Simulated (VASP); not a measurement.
# ReB (P4/mmm) in VASP: a series of runs, part 3 of 3

VASP 6.6.1.

### Step 4. Relaxation of cell and atoms, PBE

The input, INCAR:

```
SYSTEM = ReB
  ALGO = Normal
  EDIFF = 1E-6
  EDIFFG = -0.01
  ENCUT = 600
  GGA = PE
  IBRION = 2
  ISIF = 3
  ISMEAR = 0
  LASPH = .True.
  LCHARG = .False.
  LREAL = .False.
  LWAVE = .False.
  NELM = 100
  NSW = 100
  PREC = Accurate
  SIGMA = 0.1
```

The input, KPOINTS:

```
k-points
0
Gamma
  16 16 8
  0 0 0
```

The input, POSCAR:

```
ReB
1.0
    2.8181008814      0.0000000000      0.0000000000
    0.0000000000      2.8181008814      0.0000000000
    0.0000000000      0.0000000000      5.9210614863
Re B
2 2
Direct
    0.5000000000      0.5000000000      0.2121399233
    0.5000000000      0.5000000000      0.7878600767
    0.0000000000      0.5000000000      0.5000000000
    0.5000000000      0.0000000000      0.5000000000
```

Potentials or basis: VASP PAW PBE potentials, release 64 (Re, B).

On the command line:

```
> cat potpaw_PBE.64/Re/POTCAR potpaw_PBE.64/B/POTCAR > POTCAR
> mpirun -np 1 vasp_std > vasp.out
```

OUTCAR:

```text
SYSTEM = ReB
   EDIFF = 1E-6
   EDIFFG = -0.01
   ENCUT = 600
   GGA = PE
   IBRION = 2
   ISIF = 3
   ISMEAR = 0
   LASPH = .True.
   LREAL = .False.
   NELM = 100
   NSW = 100
   PREC = Accurate

 ion  position               nearest neighbor table
   1  0.500  0.500  0.212-   3 2.21   4 2.21   4 2.21   3 2.21   2 2.51   2 3.41
   2  0.500  0.500  0.788-   3 2.21   4 2.21   4 2.21   3 2.21   1 2.51   1 3.41
   3  0.000  0.500  0.500-   4 1.99   4 1.99   4 1.99   4 1.99   1 2.21   2 2.21   1 2.21   2 2.21

   4  0.500  0.000  0.500-   3 1.99   3 1.99   3 1.99   3 1.99   2 2.21   2 2.21   1 2.21   1 2.21

  LATTYP: Found a simple tetragonal cell.
 ALAT       =     2.8181008814
 C/A-ratio  =     2.1010821598

  Lattice vectors:

 A1 = (   2.8181008814,   0.0000000000,   0.0000000000)
 A2 = (   0.0000000000,   2.8181008814,   0.0000000000)
 A3 = (   0.0000000000,   0.0000000000,   5.9210614863)

Analysis of symmetry for initial positions (statically):
=====================================================================
 Subroutine PRICEL returns:
 Original cell was already a primitive cell.

 Routine SETGRP: Setting up the symmetry group for a
 simple tetragonal supercell.

 Subroutine GETGRP returns: Found 16 space group operations
 (whereof 16 operations were pure point group operations)
 out of a pool of 16 trial point group operations.

The static configuration has the point symmetry D_4h.

Analysis of symmetry for dynamics (positions and initial velocities):
=====================================================================
 Subroutine PRICEL returns:
 Original cell was already a primitive cell.

 Routine SETGRP: Setting up the symmetry group for a
 simple tetragonal supercell.

 Subroutine GETGRP returns: Found 16 space group operations
 (whereof 16 operations were pure point group operations)
 out of a pool of 16 trial point group operations.

The dynamic configuration has the point symmetry D_4h.

 Subroutine INISYM returns: Found 16 space group operations
 (whereof 16 operations are pure point group operations),
 and found     1 'primitive' translations

----------------------------------------------------------------------------------------

                                     Primitive cell

  volume of cell :      47.0233

  direct lattice vectors                    reciprocal lattice vectors
     2.818100881  0.000000000  0.000000000     0.354848901  0.000000000  0.000000000
     0.000000000  2.818100881  0.000000000     0.000000000  0.354848901  0.000000000
     0.000000000  0.000000000  5.921061486     0.000000000  0.000000000  0.168888636

  length of vectors
     2.818100881  2.818100881  5.921061486     0.354848901  0.354848901  0.168888636

  position of ions in fractional coordinates (direct lattice)
     0.500000000  0.500000000  0.212139923
     0.500000000  0.500000000  0.787860077
     0.000000000  0.500000000  0.500000000
     0.500000000  0.000000000  0.500000000

  ion indices of the primitive-cell ions
   primitive index   ion index
                 1           1
                 2           2
                 3           3
                 4           4

----------------------------------------------------------------------------------------

 KPOINTS: k-points

Automatic generation of k-mesh.
[... 70 lines left out ...]
   IBRION =      2    ionic relax: 0-MD 1-quasi-New 2-CG
   NFREE  =      1    steps in history (QN), initial steepest desc. (CG)
   ISIF   =      3    stress and relaxation
   ISYM   =      2    0-nonsym 1-usesym 2-fastsym
   POTIM  = 0.5000    time-step for ionic-motion
   TEBEG  =    0.0;   TEEND  =   0.0 temperature during run
   PSTRESS=    0.0 pullay stress
   NELECT =      20.0000    total number of electrons
   NUPDOWN=      -1.0000    fix difference up-down
   EMIN   =  10.00;   EMAX   =-10.00  energy-range for DOS
   EFERMI =   0.00;   METHOD = LEGACY
   ISMEAR =     0;   SIGMA  =   0.10  broadening in eV -4-tet -1-fermi 0-gaus
   EFERMI_NEDOS =   21; number of points for ismear=-14 and -15
   IALGO  =     38    algorithm
   IMIX   =      4    mixing-type and parameters
     AMIX     =   0.40;   BMIX     =  1.00
     AMIX_MAG =   1.60;   BMIX_MAG =  1.00
  volume/ion in A,a.u.               =      11.76        79.33
  Fermi-wavevector in a.u.,A,eV,Ry     =   1.231158  2.326552 20.623046  1.515751
  Thomas-Fermi vector in A             =   2.365979
   LORBIT       =      0    0 simple, 1 ext, 2 COOP (PROOUT), +10 PAW based schemes
   GGA     = PE    functional components
   LHFCALC =     F    Hartree Fock is set to
   AEXX    =    0.0000 exact exchange contribution
   IVDW    =     0    specifies the selected vdW correction
   LEPSILON=     F    determine dielectric tensor
   LRPA    =     F    only Hartree local field effects (RPA)
 conjugate gradient relaxation of ions
 non-spin polarized calculation
 Gauss-broadening in eV      SIGMA  =   0.10
  energy-cutoff  :      600.00
  volume of cell :       47.02
 maximum number of plane-waves:      1599
 NGX is ok and might be reduce to    24
   NGX = 11   NGY = 11   NGZ = 23

--------------------------------------- Ionic step        1  -------------------------------------------

 number of electron      20.0000001 magnetization

 Free energy of the ion-electron system (eV)
  ---------------------------------------------------
  ext. energy  EPLUGINS =         0.00000000
  ---------------------------------------------------
  free energy    TOTEN  =       -35.66846614 eV

  energy without entropy =      -35.65045757  energy(sigma->0) =      -35.65946186

------------------------ aborting loop because EDIFF is reached ----------------------------------------

  FORCE on cell =-STRESS in cart. coord.  units (eV):
  Direction    XX          YY          ZZ          XY          YZ          ZX
  --------------------------------------------------------------------------------------
  -------------------------------------------------------------------------------------
  Total        0.3999965      0.3999965      0.3603835      0.0000000      0.0000000     -0.0000000
  in kB       13.6286913     13.6286913     12.2789946      0.0000000      0.0000000     -0.0000000
  external PRESSURE =      13.1787924 kB  Pullay stress =       0.0000000 kB
[... 95 lines left out ...]
  FREE ENERGIE OF THE ION-ELECTRON SYSTEM (eV)
  ---------------------------------------------------
  free  energy   TOTEN  =       -35.6695844079 eV

  energy  without entropy=      -35.6513713690  energy(sigma->0) =      -35.66047789

[... ionic steps 4 to 8 ...]

--------------------------------------- Ionic step        9  -------------------------------------------

 number of electron      20.0000000 magnetization

------------------------ aborting loop because EDIFF is reached ----------------------------------------
[... 71 lines left out ...]
--------------------------------------- Ionic step       11  -------------------------------------------

 number of electron      20.0000000 magnetization

 Free energy of the ion-electron system (eV)
  ---------------------------------------------------
  ext. energy  EPLUGINS =         0.00000000
  ---------------------------------------------------
  free energy    TOTEN  =       -35.67076997 eV

  energy without entropy =      -35.65399041  energy(sigma->0) =      -35.66238019

 E-fermi :   6.6698     XC(G=0): -12.5925

 val. band max:        6.6695593376   @ k =   0.5000   0.0000   0.2500
 cond. band min:       6.6725055861   @ k =   0.3750   0.0625   0.3750
 fundamental gap:      0.0029462485
 Fermi energy:         6.6698180643

 k-point     1 :       0.0000    0.0000    0.0000
  band No.  band energies     occupation
      1      -6.7863      2.00000
      2      -0.6268      2.00000
      3       1.1125      2.00000
      4       1.9595      2.00000
      5       2.4129      2.00000
      6       2.8890      2.00000
      7       2.8890      2.00000
      8       3.5246      2.00000
      9       5.8858      2.00000
     10       8.0989      0.00000
     11       8.0989      0.00000
     12       8.7125      0.00000
     13       9.0617      0.00000
     14       9.5912      0.00000
[... 377 lines left out ...]
      1      -3.5955      2.00000
      2      -3.2326      2.00000
      3       2.2490      2.00000
      4       2.3543      2.00000
      5       2.7146      2.00000
      6       3.0956      2.00000
      7       3.7639      2.00000
      8       5.7642      2.00000
      9       6.0041      2.00000
     10       6.6180      1.53602
     11       7.0930      0.00000
     12       8.8790      0.00000
     13       8.8827      0.00000
     14      10.4736      0.00000

 [... further k-points ...]
[... 5 lines left out ...]
  --------------------------------------------------------------------------------------
  -------------------------------------------------------------------------------------
  Total        0.0071999      0.0071999      0.0079116      0.0000000      0.0000000      0.0000000
  in kB        0.2430086      0.2430086      0.2670289      0.0000000      0.0000000      0.0000000
  external PRESSURE =       0.2510153 kB  Pullay stress =       0.0000000 kB
[... 19 lines left out ...]
  FREE ENERGIE OF THE ION-ELECTRON SYSTEM (eV)
  ---------------------------------------------------
  free  energy   TOTEN  =       -35.6707699706 eV

  energy  without entropy=      -35.6539904148  energy(sigma->0) =      -35.66238019

 reached required accuracy - stopping structural energy minimisation
```

Run time: 5.6 min. Hardware: 1 thread of Intel Xeon 6975P-C (Granite Rapids), shared host; peak memory 0.32 GiB.

What came out:

```yaml
Free_energy: -35.6708 eV
Relaxed_volume: 11.87 Å³/atom
Relaxed_cell: a = 2.836 Å, b = 2.836 Å, c = 5.902 Å, α = 90.00°, β = 90.00°, γ = 90.00°
Space_group_after_relaxing_to_0.1_Å: P4/mmm (No. 123)
Energy_gained_by_relaxing: 0.6 meV/atom
Ionic_steps: 11
Pressure_after_relaxing: 0.0 GPa
Largest_force_after_relaxing: 0.004 eV/Å
Band_gap_on_the_k_mesh: zero (bands 10 and 11 overlap by 2.24 eV)
```

Forces in eV/Å, atoms in the order of the input:
```
Re   0.000  0.000 -0.004
Re   0.000  0.000  0.004
B    0.000  0.000  0.000
B    0.000  0.000  0.000
```

The path:
| step | energy change (eV) | largest force (eV/Å) | pressure (GPa) | volume (Å³) |
| --- | --- | --- | --- | --- |
| 1 | 0.0000 | 0.0578 | 1.32 | 47.02 |
| 2 | 0.0016 | 0.0998 | -2.32 | 47.68 |
| 3 | -0.0011 | 0.0716 | -0.11 | 47.28 |
| 4 | -0.0018 | 0.0104 | -0.01 | 47.34 |
| 5 | -0.0019 | 0.0934 | 0.22 | 47.43 |
| 6 | -0.0020 | 0.0553 | 0.14 | 47.39 |
| 7 | -0.0023 | 0.0032 | -0.18 | 47.51 |
| 8 | -0.0023 | 0.0050 | -0.16 | 47.50 |
| 9 | -0.0023 | 0.0043 | -0.14 | 47.49 |
| 10 | -0.0023 | 0.0019 | 0.28 | 47.44 |
| 11 | -0.0023 | 0.0041 | 0.03 | 47.47 |

Final structure:
```
Re B
1.0
     2.83603    0.00000    0.00000
     0.00000    2.83603    0.00000
     0.00000    0.00000    5.90193
Re B
2 2
Cartesian
  1.4180 1.4180 1.2593
  1.4180 1.4180 4.6426
  0.0000 1.4180 2.9510
  1.4180 0.0000 2.9510
```

Caveat: spin-orbit coupling is left out, which moves the levels of the heavy elements.

### Step 5. Summary

```csv
task,potentials or basis,spin,cell,k mesh,cutoff (eV),gap on the mesh (eV),pressure (GPa),largest force (eV/Å)
single point,"VASP PAW PBE potentials, release 64 (Re_sv_GW, B)",collinear,"a = 2.818, b = 2.818, c = 5.921 Å, 4 atoms, atomic positions A",6 × 6 × 4,500,none,-1.7,0.05
single point,"VASP PAW PBE potentials, release 64 (Re, B)",off,"a = 2.839, b = 2.839, c = 5.892 Å, 4 atoms, atomic positions B",16 × 16 × 8,520,none,0.7,0.21
relaxation of cell and atoms,"VASP PAW PBE potentials, release 64 (Re, B)",off,"relaxed from a = 2.818, b = 2.818, c = 5.921 Å, 4 atoms, atomic positions A",16 × 16 × 8,600,none,0.0,-
```

Alike in all rows: level PBE; smearing gaussian 0.1 eV.

Caveats: some runs use coarse meshes; spin-orbit coupling is left out, which moves the levels of the heavy elements.

Total energies depend on the potentials used, so only differences within one code and one set of settings carry meaning.
